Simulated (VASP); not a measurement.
# CdS (Hawleyite) in VASP: a series of runs

CdS (Hawleyite) is run at these levels: PBE; tasks: single point.

Everything below comes from runs of VASP 6.6.1. Logs are shortened: lines on timing, memory, paths and dates and some standing lists are left out, and cuts for length are marked.

## (1) The cell of the first run

The structure is cubic, space group F-43m (No. 216). The conventional cell has a = 5.878 Å, b = 5.878 Å, c = 5.878 Å, α = 90.00°, β = 90.00°, γ = 90.00°. Within 3.4 Å of Cd (site symmetry -43m) lie 4 S at 2.55 Å. Within 3.4 Å of S (site symmetry -43m) lie 4 Cd at 2.55 Å.

## (2) Single point, PBE

INCAR

```
PREC = Accurate ; ENCUT = 520
EDIFF = 1E-6 ; ISMEAR = 0
SIGMA = 0.01 ; LREAL = F
LASPH = T ; NELM = 80
ALGO = Normal ; ISIF = 2
LWAVE = F ; LCHARG = T
GGA = PE ; LELF = T
LVHAR = T ; NBANDS = 16
```

KPOINTS

```
regular mesh
0
Gamma
  4 4 4
```

POSCAR

```
CdS
1.0
    0.0000000000      2.9392138876      2.9392138876
    2.9392138876      0.0000000000      2.9392138876
    2.9392138876      2.9392138876      0.0000000000
Cd S
1 1
Direct
    0.0000000000      0.0000000000      0.0000000000
    0.2500000000      0.2500000000      0.2500000000
```

Potentials or basis: VASP PAW PBE potentials, release 64 (Cd, S).

Command:

```
$ cat potpaw_PBE.64/Cd/POTCAR potpaw_PBE.64/S/POTCAR > POTCAR
$ mpirun -np 1 vasp_std > vasp.out
```

OUTCAR:

```text
PREC = Accurate
   ENCUT = 520
   EDIFF = 1E-6
   ISMEAR = 0
   LREAL = F
   LASPH = T
   NELM = 80
   ISIF = 2
   GGA = PE

 ion  position               nearest neighbor table
   1  0.000  0.000  0.000-   2 2.55   2 2.55   2 2.55   2 2.55
   2  0.250  0.250  0.250-   1 2.55   1 2.55   1 2.55   1 2.55

  LATTYP: Found a face centered cubic cell.
 ALAT       =     5.8784277752

  Lattice vectors:

 A1 = (   0.0000000000,   2.9392138876,   2.9392138876)
 A2 = (   2.9392138876,   0.0000000000,   2.9392138876)
 A3 = (   2.9392138876,   2.9392138876,   0.0000000000)

Analysis of symmetry for initial positions (statically):
=====================================================================
 Subroutine PRICEL returns:
 Original cell was already a primitive cell.

 Routine SETGRP: Setting up the symmetry group for a
 face centered cubic supercell.

 Subroutine GETGRP returns: Found 24 space group operations
 (whereof 24 operations were pure point group operations)
 out of a pool of 48 trial point group operations.

The static configuration has the point symmetry T_d .

Analysis of symmetry for dynamics (positions and initial velocities):
=====================================================================
 Subroutine PRICEL returns:
 Original cell was already a primitive cell.

 Routine SETGRP: Setting up the symmetry group for a
 face centered cubic supercell.

 Subroutine GETGRP returns: Found 24 space group operations
 (whereof 24 operations were pure point group operations)
 out of a pool of 48 trial point group operations.

The dynamic configuration has the point symmetry T_d .

 Subroutine INISYM returns: Found 24 space group operations
 (whereof 24 operations are pure point group operations),
 and found     1 'primitive' translations

----------------------------------------------------------------------------------------

                                     Primitive cell

  volume of cell :      50.7836

  direct lattice vectors                    reciprocal lattice vectors
     0.000000000  2.939213888  2.939213888    -0.170113513  0.170113513  0.170113513
     2.939213888  0.000000000  2.939213888     0.170113513 -0.170113513  0.170113513
     2.939213888  2.939213888  0.000000000     0.170113513  0.170113513 -0.170113513

  length of vectors
     4.156676143  4.156676143  4.156676143     0.294645248  0.294645248  0.294645248

  position of ions in fractional coordinates (direct lattice)
     0.000000000  0.000000000  0.000000000
     0.250000000  0.250000000  0.250000000

  ion indices of the primitive-cell ions
   primitive index   ion index
                 1           1
                 2           2

----------------------------------------------------------------------------------------

 KPOINTS: regular mesh

Automatic generation of k-mesh.
 Grid dimensions read from file:
 generate k-points for:    4    4    4

 Generating k-lattice:

  Cartesian coordinates                     Fractional coordinates (reciprocal lattice)
    -0.042528378  0.042528378  0.042528378     0.250000000  0.000000000  0.000000000
     0.042528378 -0.042528378  0.042528378     0.000000000  0.250000000  0.000000000
     0.042528378  0.042528378 -0.042528378     0.000000000  0.000000000  0.250000000

  Length of vectors
     0.073661312  0.073661312  0.073661312

  Shift w.r.t. Gamma in fractional coordinates (k-lattice)
     0.000000000  0.000000000  0.000000000

 Subroutine IBZKPT returns following result:
 ===========================================

 Found      8 irreducible k-points:

 Following reciprocal coordinates:
            Coordinates               Weight
  0.000000  0.000000  0.000000      1.000000
  0.250000  0.000000  0.000000      8.000000
  0.500000  0.000000  0.000000      4.000000
  0.250000  0.250000  0.000000      6.000000
  0.500000  0.250000  0.000000     24.000000
 -0.250000  0.250000  0.000000     12.000000
  0.500000  0.500000  0.000000      3.000000
 -0.250000  0.500000  0.250000      6.000000
   k-points           NKPTS =      8   k-points in BZ     NKDIM =      8   number of bands    NBANDS=     16
   number of dos      NEDOS =    301   number of ions     NIONS =      2
   total plane-waves  NPLWV =  32768
   dimension x,y,z NGX =    32 NGY =   32 NGZ =   32
   dimension x,y,z NGXF=    64 NGYF=   64 NGZF=   64
   ions per type =               1   1
   NGX,Y,Z   is equivalent  to a cutoff of  12.80, 12.80, 12.80 a.u.
   NGXF,Y,Z  is equivalent  to a cutoff of  25.60, 25.60, 25.60 a.u.
 SYSTEM =  unknown system
   PREC   = accura    normal or accurate (medium, high low for compatibility)
   ISTART =      0    job   : 0-new  1-cont  2-samecut
   ICHARG =      2    charge: 1-file 2-atom 10-const
   ISPIN  =      1    spin polarized calculation?
   LNONCOLLINEAR =      F non collinear calculations
   LSORBIT =      F    spin-orbit coupling
   LASPH  =      T    aspherical Exc in radial PAW
   ENCUT  =  520.0 eV  38.22 Ry    6.18 a.u.   7.73  7.73  7.73*2*pi/ulx,y,z
   NELM   =     80;   NELMIN=  2; NELMDL= -5     # of ELM steps
   EDIFF  = 0.1E-05   stopping-criterion for ELM
   LREAL  =      F    real-space projection
   EDIFFG = 0.1E-04   stopping-criterion for IOM
   NSW    =      0    number of steps for IOM
   IBRION =     -1    ionic relax: 0-MD 1-quasi-New 2-CG
   NFREE  =      0    steps in history (QN), initial steepest desc. (CG)
   ISIF   =      2    stress and relaxation
   ISYM   =      2    0-nonsym 1-usesym 2-fastsym
   POTIM  = 0.5000    time-step for ionic-motion
   TEBEG  =    0.0;   TEEND  =   0.0 temperature during run
   PSTRESS=    0.0 pullay stress
   NELECT =      18.0000    total number of electrons
   NUPDOWN=      -1.0000    fix difference up-down
   EMIN   =  10.00;   EMAX   =-10.00  energy-range for DOS
   EFERMI =   0.00;   METHOD = LEGACY
   ISMEAR =     0;   SIGMA  =   0.01  broadening in eV -4-tet -1-fermi 0-gaus
   EFERMI_NEDOS =   21; number of points for ismear=-14 and -15
   IALGO  =     38    algorithm
   IMIX   =      4    mixing-type and parameters
     AMIX     =   0.40;   BMIX     =  1.00
     AMIX_MAG =   1.60;   BMIX_MAG =  1.00
  volume/ion in A,a.u.               =      25.39       171.35
  Fermi-wavevector in a.u.,A,eV,Ry     =   1.158576  2.189391 18.263073  1.342298
  Thomas-Fermi vector in A             =   2.295177
   LORBIT       =      0    0 simple, 1 ext, 2 COOP (PROOUT), +10 PAW based schemes
   GGA     = PE    functional components
   LHFCALC =     F    Hartree Fock is set to
   AEXX    =    0.0000 exact exchange contribution
   IVDW    =     0    specifies the selected vdW correction
   LEPSILON=     F    determine dielectric tensor
   LRPA    =     F    only Hartree local field effects (RPA)
 non-spin polarized calculation
 Gauss-broadening in eV      SIGMA  =   0.01
  energy-cutoff  :      520.00
  volume of cell :       50.78
 maximum number of plane-waves:      1384
 NGX is ok and might be reduce to    32
   NGX = 15   NGY = 15   NGZ = 15

 number of electron      18.0000005 magnetization

 Free energy of the ion-electron system (eV)
  ---------------------------------------------------
  ext. energy  EPLUGINS =         0.00000000
  ---------------------------------------------------
  free energy    TOTEN  =        -6.10703621 eV

  energy without entropy =       -6.10703621  energy(sigma->0) =       -6.10703621

 E-fermi :   1.2499     XC(G=0):  -9.0320

 val. band max:        1.1403684829   @ k =   0.0000   0.0000   0.0000
 cond. band min:       2.2271755224   @ k =   0.0000   0.0000   0.0000
 fundamental gap:      1.0868070395
 Fermi energy:         1.2499019763

 k-point     1 :       0.0000    0.0000    0.0000
  band No.  band energies     occupation
      1     -11.0867      2.00000
      2      -6.5277      2.00000
      3      -6.5277      2.00000
      4      -6.5277      2.00000
      5      -6.0815      2.00000
      6      -6.0815      2.00000
      7       1.1404      2.00000
      8       1.1404      2.00000
      9       1.1404      2.00000
     10       2.2272      0.00000
     11       7.6747      0.00000
     12       7.6747      0.00000
     13       7.6747      0.00000
     14      12.4413      0.00000
     15      12.5735      0.00000
     16      12.5735      0.00000

 k-point     2 :       0.2500    0.0000    0.0000
  band No.  band energies     occupation
      1     -10.8841      2.00000
      2      -6.4609      2.00000
      3      -6.4609      2.00000
      4      -6.2884      2.00000
      5      -6.0773      2.00000
      6      -6.0773      2.00000
      7      -1.3066      2.00000
      8       0.7601      2.00000
      9       0.7601      2.00000
     10       3.8636      0.00000
     11       7.4067      0.00000
     12       8.1670      0.00000
     13       8.1670      0.00000
     14      11.7505      0.00000
     15      11.7505      0.00000
     16      12.4045      0.00000

 k-point     3 :       0.5000    0.0000    0.0000
  band No.  band energies     occupation
      1     -10.6820      2.00000
      2      -6.4149      2.00000
      3      -6.4149      2.00000
      4      -6.0461      2.00000
      5      -6.0461      2.00000
      6      -5.7194      2.00000
      7      -3.1312      2.00000
      8       0.4203      2.00000
      9       0.4203      2.00000
     10       4.1070      0.00000
     11       8.1353      0.00000
     12       8.1353      0.00000
     13       8.5433      0.00000
     14      12.1468      0.00000
     15      13.6279      0.00000
     16      13.6279      0.00000

 k-point     4 :       0.2500    0.2500    0.0000
  band No.  band energies     occupation
      1     -10.8184      2.00000
      2      -6.3783      2.00000
      3      -6.3783      2.00000
      4      -6.3569      2.00000
      5      -6.0946      2.00000
      6      -6.0411      2.00000
      7      -1.1496      2.00000
      8       0.1606      2.00000
      9       0.1606      2.00000
     10       4.6811      0.00000
     11       5.9574      0.00000
     12       9.2359      0.00000
     13       9.2359      0.00000
     14       9.5493      0.00000
     15      12.9614      0.00000
     16      15.6980      0.00000

 k-point     5 :       0.5000    0.2500    0.0000
  band No.  band energies     occupation
      1     -10.6209      2.00000
      2      -6.3633      2.00000
      3      -6.3056      2.00000
      4      -6.1631      2.00000
      5      -6.0323      2.00000
      6      -5.6852      2.00000
      7      -2.6275      2.00000
      8      -0.7558      2.00000
      9      -0.1518      2.00000
     10       5.3151      0.00000
     11       6.5890      0.00000
     12       8.7000      0.00000
     13       9.5181      0.00000
     14      11.4775      0.00000
     15      13.7480      0.00000
     16      14.6505      0.00000

 k-point     6 :      -0.2500    0.2500    0.0000
  band No.  band energies     occupation
      1     -10.6855      2.00000
      2      -6.3847      2.00000
      3      -6.3728      2.00000
      4      -6.1015      2.00000
      5      -6.0917      2.00000
      6      -5.8347      2.00000
      7      -2.2698      2.00000
      8      -0.8179      2.00000
      9       0.4021      2.00000
     10       5.3452      0.00000
     11       7.2856      0.00000
     12       7.8429      0.00000
     13       8.8022      0.00000
     14      11.3535      0.00000
     15      13.3499      0.00000
     16      14.4208      0.00000

 k-point     7 :       0.5000    0.5000    0.0000
  band No.  band energies     occupation
      1     -10.5571      2.00000
      2      -6.3224      2.00000
      3      -6.2020      2.00000
      4      -6.2020      2.00000
      5      -6.0003      2.00000
      6      -5.6558      2.00000
      7      -2.7205      2.00000
      8      -0.6627      2.00000
      9      -0.6627      2.00000
     10       4.7174      0.00000
     11       5.4489      0.00000
     12      10.2739      0.00000
     13      11.7708      0.00000
     14      11.7708      0.00000
     15      13.4882      0.00000
     16      14.5719      0.00000

 k-point     8 :      -0.2500    0.5000    0.2500
  band No.  band energies     occupation
      1     -10.5587      2.00000
      2      -6.3077      2.00000
      3      -6.2930      2.00000
      4      -6.1178      2.00000
      5      -6.0730      2.00000
      6      -5.4852      2.00000
      7      -2.6572      2.00000
      8      -1.0295      2.00000
      9      -0.9751      2.00000
     10       6.4655      0.00000
     11       6.5729      0.00000
     12       8.3252      0.00000
     13       9.2070      0.00000
     14      12.0719      0.00000
     15      14.2639      0.00000
     16      14.3833      0.00000

------------------------ aborting loop because EDIFF is reached ----------------------------------------

  FORCE on cell =-STRESS in cart. coord.  units (eV):
  Direction    XX          YY          ZZ          XY          YZ          ZX
  --------------------------------------------------------------------------------------
  -------------------------------------------------------------------------------------
  Total        0.5888839      0.5888839      0.5888839      0.0000000      0.0000000     -0.0000000
  in kB       18.5787581     18.5787581     18.5787581      0.0000000      0.0000000     -0.0000000
  external PRESSURE =      18.5787581 kB  Pullay stress =       0.0000000 kB

 VOLUME and BASIS-vectors are now :
 -----------------------------------------------------------------------------
  energy-cutoff  :      520.00
  volume of cell :       50.78
      direct lattice vectors                 reciprocal lattice vectors
     0.000000000  2.939213888  2.939213888    -0.170113513  0.170113513  0.170113513
     2.939213888  0.000000000  2.939213888     0.170113513 -0.170113513  0.170113513
     2.939213888  2.939213888  0.000000000     0.170113513  0.170113513 -0.170113513

 POSITION                                       TOTAL-FORCE (eV/Angst)
 -----------------------------------------------------------------------------------
      0.00000      0.00000      0.00000         0.000000      0.000000     -0.000000
      1.46961      1.46961      1.46961        -0.000000     -0.000000      0.000000
 -----------------------------------------------------------------------------------
    total drift:                               -0.000000     -0.000000     -0.000000

  FREE ENERGIE OF THE ION-ELECTRON SYSTEM (eV)
  ---------------------------------------------------
  free  energy   TOTEN  =        -6.1070362096 eV

  energy  without entropy=       -6.1070362096  energy(sigma->0) =       -6.10703621
```

Run time: 6 s. Hardware: 1 thread of AMD EPYC 9R45 (Zen 5), shared host; peak memory 0.14 GiB.

What came out:

| Item | Value |
| --- | --- |
| Free energy | -6.1070 eV |
| Pressure | 1.9 GPa |
| Band gap on the k mesh | 1.09 eV, direct |

Levels at points of the mesh, in eV from the valence-band top:
| k point | band 5 | band 6 | band 7 | band 8 | band 9 | band 10 | band 11 | band 12 | band 13 | band 14 |
| --- | --- | --- | --- | --- | --- | --- | --- | --- | --- | --- |
| (0.00, 0.00, 0.00) | -7.22 | -7.22 | 0.00 | 0.00 | 0.00 | 1.09 | 6.53 | 6.53 | 6.53 | 11.30 |
| (0.50, 0.00, 0.00) | -7.19 | -6.86 | -4.27 | -0.72 | -0.72 | 2.97 | 6.99 | 6.99 | 7.40 | 11.01 |
| (0.50, 0.50, 0.00) | -7.14 | -6.80 | -3.86 | -1.80 | -1.80 | 3.58 | 4.31 | 9.13 | 10.63 | 10.63 |

Caveat: the k points lie up to 0.46 Å⁻¹ apart.

## (3) Single point, PBE (uniaxial x strain -0.7%)

INCAR

```
SYSTEM = CdS
ALGO     = Normal         ! electronic algorithm
EDIFF    = 1E-7           ! SCF threshold, eV
ENCUT    = 520            ! plane-wave cutoff, eV
GGA      = PE             ! functional
ISIF     = 2              ! what is computed and relaxed
ISMEAR   = 0              ! smearing method
LASPH    = .TRUE.         ! aspherical terms in the spheres
LCHARG   = .FALSE.        ! write CHGCAR
LREAL    = .FALSE.        ! projectors in reciprocal space
LWAVE    = .FALSE.        ! write WAVECAR
NBANDS   = 16             ! bands
NELM     = 60             ! most SCF steps
PREC     = Accurate       ! precision mode
SIGMA    = 0.01           ! smearing width, eV
```

KPOINTS

```
k-points
0
G
  4 4 4
  0 0 0
```

POSCAR

```
CdS
1.0
    0.0000000000      2.9392138876      2.9392138876
    2.9198150759      0.0000000000      2.9392138876
    2.9198150759      2.9392138876      0.0000000000
Cd S
1 1
Direct
    0.0000000000      0.0000000000      0.0000000000
    0.2500000000      0.2500000000      0.2500000000
```

Potentials or basis: VASP PAW PBE potentials, release 64 (Cd, S).

Command:

```
$ cat potpaw_PBE.64/Cd/POTCAR potpaw_PBE.64/S/POTCAR > POTCAR
$ mpirun -np 1 vasp_std > vasp.out
```

It took 8.1 s on 1 thread of AMD EPYC 9R45 (Zen 5), shared host; peak memory 0.14 GiB.

Results (log left out):

- Free energy: -6.1026 eV
- Pressure: 2.3 GPa
- Band gap on the k mesh: 1.09 eV, direct

Stress tensor (GPa, compression positive):
```
2.35 0.00 0.00
0.00 2.24 0.00
0.00 0.00 2.24
```

Levels at points of the mesh, in eV from the valence-band top:
| k point | band 5 | band 6 | band 7 | band 8 | band 9 | band 10 | band 11 | band 12 | band 13 | band 14 |
| --- | --- | --- | --- | --- | --- | --- | --- | --- | --- | --- |
| (0.00, 0.00, 0.00) | -7.25 | -7.25 | -0.02 | -0.02 | 0.00 | 1.09 | 6.52 | 6.52 | 6.52 | 11.32 |
| (0.50, 0.00, 0.00) | -7.21 | -6.88 | -4.32 | -0.76 | -0.73 | 2.96 | 6.96 | 7.01 | 7.41 | 11.01 |
| (0.50, 0.50, 0.00) | -7.17 | -6.82 | -3.92 | -1.83 | -1.82 | 3.56 | 4.32 | 9.13 | 10.63 | 10.70 |
| (0.00, 0.50, 0.50) | -7.16 | -6.81 | -3.88 | -1.86 | -1.86 | 3.54 | 4.27 | 9.19 | 10.65 | 10.65 |

Caveat: the k points lie up to 0.46 Å⁻¹ apart; the cell differs from its parent crystal (uniaxial x strain -0.7%).

(Continued in part 2 of 2.)
